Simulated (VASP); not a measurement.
A run of VASP 6.6.1:

INCAR

```
PREC = Accurate ; ENCUT = 690
EDIFF = 1E-6 ; ISMEAR = -1
SIGMA = 0.08 ; LREAL = False
LASPH = True ; NELM = 120
ALGO = Normal ; ISIF = 2
LWAVE = False ; LCHARG = True
GGA = PE ; LELF = True
LVHAR = True ; NBANDS = 29
GGA_COMPAT = False
```

The input KPOINTS:

```
regular mesh
0
Gamma
  12 12 7
```

The input POSCAR:

```
CoSi
1.0
    2.2219361987      0.0000000000      0.0000000000
   -1.1109680993      1.9242531936      0.0000000000
    0.0000000000      0.0000000000      6.3952730058
Co Si
2 2
Direct
    0.0000000000      0.0000000000      0.0000000000
    0.0000000000      0.0000000000      0.5000000000
    0.3333333333      0.6666666667      0.2500000000
    0.6666666667      0.3333333333      0.7500000000
```

Potentials or basis: VASP PAW PBE potentials, release 64 (Co_sv, Si).

Launch:

```console
$ cat potpaw_PBE.64/Co_sv/POTCAR potpaw_PBE.64/Si/POTCAR > POTCAR
$ mpirun -np 1 vasp_std > vasp.out
```

Hardware: 1 thread of AMD EPYC 7R13 Processor (Zen 3) (shared host).

Problem. Estimate the wall time of this run.

Solution. Wall time 73 s on 1 thread of AMD EPYC 7R13 Processor (Zen 3), with other jobs on the host, peak memory 0.18 GiB. Counts: scf iterations 15, k points 76.
